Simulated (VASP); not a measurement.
# MgO (Periclase) (Fm-3m) in VASP: notebook

Runs on MgO (Periclase). Level: PBE. Tasks: single point.

Program: VASP 6.6.1. These are calculated values, not measurements. Logs are shortened: lines on timing, memory, paths and dates and some standing lists are left out, and cuts for length are marked.

## Step 1: The cell of the first run

Symmetry: Fm-3m, No. 225, cubic system. The conventional cell has a = 4.391 Å, b = 4.391 Å, c = 4.391 Å, α = 90.00°, β = 90.00°, γ = 90.00°. Within 2.9 Å of Mg (site symmetry m-3m) lie 6 O at 2.20 Å. Within 2.9 Å of O (site symmetry m-3m) lie 6 Mg at 2.20 Å.

## Step 2: Single point, PBE (volume scaled by 1.10)

Input file INCAR:

```
ALGO = Normal
EDIFF = 1E-6
ENCUT = 520
GGA = PE
ISIF = 2
ISMEAR = 0
LASPH = True
LCHARG = False
LREAL = False
LWAVE = False
NBANDS = 11
NELM = 60
PREC = Accurate
SIGMA = 0.02
```

Input file KPOINTS:

```
k-points
0
Gamma
  10 10 10
```

Input file POSCAR:

```
MgO
1.0
    0.0000000000      2.1955072985      2.1955072985
    2.1955072985      0.0000000000      2.1955072985
    2.1955072985      2.1955072985      0.0000000000
Mg O
1 1
Direct
    0.0000000000      0.0000000000      0.0000000000
    0.5000000000      0.5000000000      0.5000000000
```

Potentials or basis: VASP PAW PBE potentials, release 64 (Mg, O).

Launch:

```bash
> cat potpaw_PBE.64/Mg/POTCAR potpaw_PBE.64/O/POTCAR > POTCAR
> mpirun -np 1 vasp_std > vasp.out
```

OUTCAR:

```text
EDIFF = 1E-6
   ENCUT = 520
   GGA = PE
   ISIF = 2
   ISMEAR = 0
   LASPH = True
   LREAL = False
   NELM = 60
   PREC = Accurate

 ion  position               nearest neighbor table
   1  0.000  0.000  0.000-   2 2.20   2 2.20   2 2.20   2 2.20   2 2.20   2 2.20
   2  0.500  0.500  0.500-   1 2.20   1 2.20   1 2.20   1 2.20   1 2.20   1 2.20

  LATTYP: Found a face centered cubic cell.
 ALAT       =     4.3910145970

  Lattice vectors:

 A1 = (   0.0000000000,   2.1955072985,   2.1955072985)
 A2 = (   2.1955072985,   0.0000000000,   2.1955072985)
 A3 = (   2.1955072985,   2.1955072985,   0.0000000000)

Analysis of symmetry for initial positions (statically):
=====================================================================
 Subroutine PRICEL returns:
 Original cell was already a primitive cell.

 Routine SETGRP: Setting up the symmetry group for a
 face centered cubic supercell.

 Subroutine GETGRP returns: Found 48 space group operations
 (whereof 48 operations were pure point group operations)
 out of a pool of 48 trial point group operations.

The static configuration has the point symmetry O_h .

Analysis of symmetry for dynamics (positions and initial velocities):
=====================================================================
 Subroutine PRICEL returns:
 Original cell was already a primitive cell.

 Routine SETGRP: Setting up the symmetry group for a
 face centered cubic supercell.

 Subroutine GETGRP returns: Found 48 space group operations
 (whereof 48 operations were pure point group operations)
 out of a pool of 48 trial point group operations.

The dynamic configuration has the point symmetry O_h .

 Subroutine INISYM returns: Found 48 space group operations
 (whereof 48 operations are pure point group operations),
 and found     1 'primitive' translations

----------------------------------------------------------------------------------------

                                     Primitive cell

  volume of cell :      21.1658

  direct lattice vectors                    reciprocal lattice vectors
     0.000000000  2.195507298  2.195507298    -0.227737799  0.227737799  0.227737799
     2.195507298  0.000000000  2.195507298     0.227737799 -0.227737799  0.227737799
     2.195507298  2.195507298  0.000000000     0.227737799  0.227737799 -0.227737799

  length of vectors
     3.104916198  3.104916198  3.104916198     0.394453439  0.394453439  0.394453439

  position of ions in fractional coordinates (direct lattice)
     0.000000000  0.000000000  0.000000000
     0.500000000  0.500000000  0.500000000

  ion indices of the primitive-cell ions
   primitive index   ion index
                 1           1
                 2           2

----------------------------------------------------------------------------------------

 KPOINTS: k-points

Automatic generation of k-mesh.
 Grid dimensions read from file:
 generate k-points for:   10   10   10

 Generating k-lattice:

  Cartesian coordinates                     Fractional coordinates (reciprocal lattice)
    -0.022773780  0.022773780  0.022773780     0.100000000  0.000000000  0.000000000
     0.022773780 -0.022773780  0.022773780     0.000000000  0.100000000  0.000000000
     0.022773780  0.022773780 -0.022773780     0.000000000  0.000000000  0.100000000

  Length of vectors
     0.039445344  0.039445344  0.039445344

  Shift w.r.t. Gamma in fractional coordinates (k-lattice)
     0.000000000  0.000000000  0.000000000

 Subroutine IBZKPT returns following result:
 ===========================================

 Found     47 irreducible k-points:

 Following reciprocal coordinates:
            Coordinates               Weight
  0.000000  0.000000  0.000000      1.000000
  0.100000  0.000000  0.000000      8.000000
  0.200000  0.000000  0.000000      8.000000
  0.300000  0.000000  0.000000      8.000000
  0.400000  0.000000  0.000000      8.000000
  0.500000  0.000000  0.000000      4.000000
[... 16 lines left out ...]
  0.300000  0.300000  0.000000      6.000000
  0.400000  0.300000  0.000000     24.000000
 [... further k-points ...]
   k-points           NKPTS =     47   k-points in BZ     NKDIM =     47   number of bands    NBANDS=     11
   number of dos      NEDOS =    301   number of ions     NIONS =      2
   total plane-waves  NPLWV =  13824
   dimension x,y,z NGX =    24 NGY =   24 NGZ =   24
   dimension x,y,z NGXF=    48 NGYF=   48 NGZF=   48
   ions per type =               1   1
   NGX,Y,Z   is equivalent  to a cutoff of  12.85, 12.85, 12.85 a.u.
   NGXF,Y,Z  is equivalent  to a cutoff of  25.70, 25.70, 25.70 a.u.
 SYSTEM =  unknown system
   PREC   = accura    normal or accurate (medium, high low for compatibility)
   ISTART =      0    job   : 0-new  1-cont  2-samecut
   ICHARG =      2    charge: 1-file 2-atom 10-const
   ISPIN  =      1    spin polarized calculation?
   LNONCOLLINEAR =      F non collinear calculations
   LSORBIT =      F    spin-orbit coupling
   LASPH  =      T    aspherical Exc in radial PAW
   ENCUT  =  520.0 eV  38.22 Ry    6.18 a.u.   5.77  5.77  5.77*2*pi/ulx,y,z
   NELM   =     60;   NELMIN=  2; NELMDL= -5     # of ELM steps
   EDIFF  = 0.1E-05   stopping-criterion for ELM
   LREAL  =      F    real-space projection
   EDIFFG = 0.1E-04   stopping-criterion for IOM
   NSW    =      0    number of steps for IOM
   IBRION =     -1    ionic relax: 0-MD 1-quasi-New 2-CG
   NFREE  =      0    steps in history (QN), initial steepest desc. (CG)
   ISIF   =      2    stress and relaxation
   ISYM   =      2    0-nonsym 1-usesym 2-fastsym
   POTIM  = 0.5000    time-step for ionic-motion
   TEBEG  =    0.0;   TEEND  =   0.0 temperature during run
   PSTRESS=    0.0 pullay stress
   NELECT =       8.0000    total number of electrons
   NUPDOWN=      -1.0000    fix difference up-down
   EMIN   =  10.00;   EMAX   =-10.00  energy-range for DOS
   EFERMI =   0.00;   METHOD = LEGACY
   ISMEAR =     0;   SIGMA  =   0.02  broadening in eV -4-tet -1-fermi 0-gaus
   EFERMI_NEDOS =   21; number of points for ismear=-14 and -15
   IALGO  =     38    algorithm
   IMIX   =      4    mixing-type and parameters
     AMIX     =   0.40;   BMIX     =  1.00
     AMIX_MAG =   1.60;   BMIX_MAG =  1.00
  volume/ion in A,a.u.               =      10.58        71.42
  Fermi-wavevector in a.u.,A,eV,Ry     =   1.183659  2.236791 19.062424  1.401049
  Thomas-Fermi vector in A             =   2.319889
   LORBIT       =      0    0 simple, 1 ext, 2 COOP (PROOUT), +10 PAW based schemes
   GGA     = PE    functional components
   LHFCALC =     F    Hartree Fock is set to
   AEXX    =    0.0000 exact exchange contribution
   IVDW    =     0    specifies the selected vdW correction
   LEPSILON=     F    determine dielectric tensor
   LRPA    =     F    only Hartree local field effects (RPA)
 non-spin polarized calculation
 Gauss-broadening in eV      SIGMA  =   0.02
  energy-cutoff  :      520.00
  volume of cell :       21.17
 maximum number of plane-waves:       588
   NGX = 11   NGY = 11   NGZ = 11

 number of electron       7.9999996 magnetization

 Free energy of the ion-electron system (eV)
  ---------------------------------------------------
  ext. energy  EPLUGINS =         0.00000000
  ---------------------------------------------------
  free energy    TOTEN  =       -11.82920900 eV

  energy without entropy =      -11.82920900  energy(sigma->0) =      -11.82920900

 E-fermi :   2.4533     XC(G=0): -10.5027

 val. band max:        2.3113406881   @ k =   0.0000   0.0000   0.0000
 cond. band min:       5.9156038858   @ k =   0.0000   0.0000   0.0000
 fundamental gap:      3.6042631977
 Fermi energy:         2.4533485535

 k-point     1 :       0.0000    0.0000    0.0000
  band No.  band energies     occupation
      1     -14.3607      2.00000
      2       2.3113      2.00000
      3       2.3113      2.00000
      4       2.3113      2.00000
      5       5.9156      0.00000
      6      17.3990      0.00000
      7      17.3990      0.00000
      8      17.3990      0.00000
      9      21.0013      0.00000
     10      22.6356      0.00000
     11      22.6356      0.00000

 k-point     2 :       0.1000    0.0000    0.0000
  band No.  band energies     occupation
      1     -14.2768      2.00000
      2       1.6791      2.00000
      3       2.2572      2.00000
      4       2.2572      2.00000
      5       6.5588      0.00000
      6      16.1811      0.00000
      7      17.5914      0.00000
      8      17.5914      0.00000
      9      21.7069      0.00000
     10      21.7069      0.00000
     11      22.3955      0.00000

 k-point     3 :       0.2000    0.0000    0.0000
  band No.  band energies     occupation
      1     -14.0472      2.00000
      2       0.4782      2.00000
      3       2.1196      2.00000
      4       2.1196      2.00000
      5       7.7568      0.00000
      6      14.6374      0.00000
      7      17.9126      0.00000
      8      17.9126      0.00000
      9      21.0137      0.00000
     10      21.0137      0.00000
     11      22.6186      0.00000

 k-point     4 :       0.3000    0.0000    0.0000
  band No.  band energies     occupation
      1     -13.7417      2.00000
      2      -0.6723      2.00000
      3       1.9571      2.00000
      4       1.9571      2.00000
      5       8.7836      0.00000
      6      13.7375      0.00000
      7      17.8131      0.00000
      8      17.8131      0.00000
      9      21.4965      0.00000
     10      21.4965      0.00000
     11      22.0109      0.00000
[... 239 lines left out ...]
 k-point    22 :      -0.2000    0.2000    0.0000
  band No.  band energies     occupation
      1     -13.6495      2.00000
      2      -0.4997      2.00000
      3       1.1620      2.00000
      4       1.9615      2.00000
      5       9.6078      0.00000
      6      13.5331      0.00000
      7      16.0423      0.00000
      8      18.6390      0.00000
      9      19.8588      0.00000
     10      22.2316      0.00000
     11      25.0139      0.00000

 k-point    23 :       0.3000    0.3000    0.0000
  band No.  band energies     occupation
      1     -13.5789      2.00000
      2      -0.5254      2.00000
      3       1.4959      2.00000
      4       1.4959      2.00000
      5       9.9196      0.00000
      6      12.4636      0.00000
      7      15.4123      0.00000
      8      18.7646      0.00000
      9      18.7646      0.00000
     10      25.0727      0.00000
     11      27.2322      0.00000

 k-point    24 :       0.4000    0.3000    0.0000
  band No.  band energies     occupation
      1     -13.3877      2.00000
      2      -0.8759      2.00000
      3       1.1790      2.00000
      4       1.3684      2.00000
      5      10.6608      0.00000
      6      12.1241      0.00000
      7      14.6330      0.00000
      8      18.8967      0.00000
      9      19.0863      0.00000
     10      25.6896      0.00000
     11      26.8826      0.00000

 [... further k-points ...]
[... 5 lines left out ...]
  --------------------------------------------------------------------------------------
  -------------------------------------------------------------------------------------
  Total       -1.6391182     -1.6391182     -1.6391182      0.0000000      0.0000000     -0.0000000
  in kB     -124.0755517   -124.0755517   -124.0755517      0.0000000      0.0000000     -0.0000000
  external PRESSURE =    -124.0755517 kB  Pullay stress =       0.0000000 kB

 VOLUME and BASIS-vectors are now :
 -----------------------------------------------------------------------------
  energy-cutoff  :      520.00
  volume of cell :       21.17
      direct lattice vectors                 reciprocal lattice vectors
     0.000000000  2.195507298  2.195507298    -0.227737799  0.227737799  0.227737799
     2.195507298  0.000000000  2.195507298     0.227737799 -0.227737799  0.227737799
     2.195507298  2.195507298  0.000000000     0.227737799  0.227737799 -0.227737799

 POSITION                                       TOTAL-FORCE (eV/Angst)
 -----------------------------------------------------------------------------------
      0.00000      0.00000      0.00000         0.000000      0.000000      0.000000
      2.19551      2.19551      2.19551        -0.000000     -0.000000      0.000000
 -----------------------------------------------------------------------------------
    total drift:                               -0.000000     -0.000000      0.000000

  FREE ENERGIE OF THE ION-ELECTRON SYSTEM (eV)
  ---------------------------------------------------
  free  energy   TOTEN  =       -11.8292089982 eV

  energy  without entropy=      -11.8292089982  energy(sigma->0) =      -11.82920900
```

Wall time 19 s (1 thread of AMD EPYC 7R13, shared host); peak memory 0.11 GiB.

Results:

```
Free energy            : -11.8292 eV
Pressure               : -12.4 GPa
Band gap on the k mesh : 3.60 eV, direct
```

[end of part 1 of 2]
